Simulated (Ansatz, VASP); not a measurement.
# Two plane-wave programs on NbC

```xyz
2
Lattice="0.0000 2.2488 2.2488 2.2488 0.0000 2.2488 2.2488 2.2488 0.0000" Properties=species:S:1:pos:R:3 pbc="T T T"
Nb    0.0000    0.0000    0.0000
C     2.2488    2.2488    2.2488
```

Alike in both runs: task single point; functional revPBE; k mesh 10 × 10 × 10; occupations gaussian, width 0.05 eV; no spin polarisation.

|  | VASP | Ansatz |
| --- | --- | --- |
| version | VASP 6.6.1 | Ansatz 0.2.0 |
| potentials or method | VASP PAW PBE potentials, release 64 (Nb_sv, C), cutoff 600 eV | scalar-relativistic, plane waves, PAW |
| valence electrons in the cell | 17 | 17 |

VASP gave:

| Item | Value |
| --- | --- |
| gap on the k mesh at the Fermi level (eV) | none |
| pressure (GPa) | -0.6 |

Problem. Estimate Ansatz's values.

Solution. gap on the k mesh at the Fermi level (eV): none; pressure (GPa): 0.1.

VASP's potentials were made for PBE, not for revPBE. A gap of «none» marks a metal or a gap that the smearing closes.
